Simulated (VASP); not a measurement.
Set up this calculation in VASP 6.6.1, as the native input.

```
Task                   : relaxation of cell and atoms
Functional             : PBE
Potentials or basis    : VASP PAW PBE potentials, release 64 (Ti_sv, C)
Cutoff                 : 600 eV
k mesh                 : 16 × 16 × 8
Occupations            : gaussian, width 0.1 eV
Spin                   : no spin polarisation
Dipole correction      : no
Further INCAR settings : ALGO = Normal; EDIFF = 1e-07; IBRION = 2; EDIFFG = -0.01; NSW = 100; ISIF = 3
```

The structure of TiC2 lies in POSCAR:

```
TiC2
1.0
    2.9733383618      0.0000000000      0.0000000000
    0.0000000000      2.9733383618      0.0000000000
    0.0000000000      0.0000000000      5.4696993761
Ti C
1 2
Direct
    0.5000000000      0.5000000000      0.5000000000
    0.0000000000      0.0000000000      0.6246953870
    0.0000000000      0.0000000000      0.3753046130
```

The cell was generated, and may not be a known phase.

These files were run (other wordings do the same):

INCAR

```
PREC = Accurate ; ENCUT = 600
EDIFF = 1E-7 ; ISMEAR = 0
SIGMA = 0.1 ; LREAL = False
LASPH = True ; NELM = 100
ALGO = Normal ; ISIF = 3
LWAVE = False ; LCHARG = False
GGA = PE ; IBRION = 2
NSW = 100 ; EDIFFG = -0.01
```

KPOINTS

```
regular mesh
0
Gamma
  16 16 8
```

Potentials or basis: VASP PAW PBE potentials, release 64 (Ti_sv, C).

The run is started by

```console
$ cat potpaw_PBE.64/Ti_sv/POTCAR potpaw_PBE.64/C/POTCAR > POTCAR
$ mpirun -np 1 vasp_std > vasp.out
```

It gave:

The relaxed volume is 16.11 Å³/atom, the relaxed cell is a = 2.970 Å, b = 2.970 Å, c = 5.476 Å, α = 90.00°, β = 90.00°, γ = 90.00° and the space group after relaxing (to 0.1 Å) is P4/mmm (No. 123). The energy gained by relaxing is 0.2 meV/atom, the ionic steps are 5 and the pressure after relaxing is 0.1 GPa. The band gap on the k mesh is zero (bands 10 and 11 overlap by 1.57 eV).

It took 6.8 min on 1 thread of Intel(R) Xeon(R) 6975P-C (Granite Rapids) (shared host), peak memory 0.33 GiB.
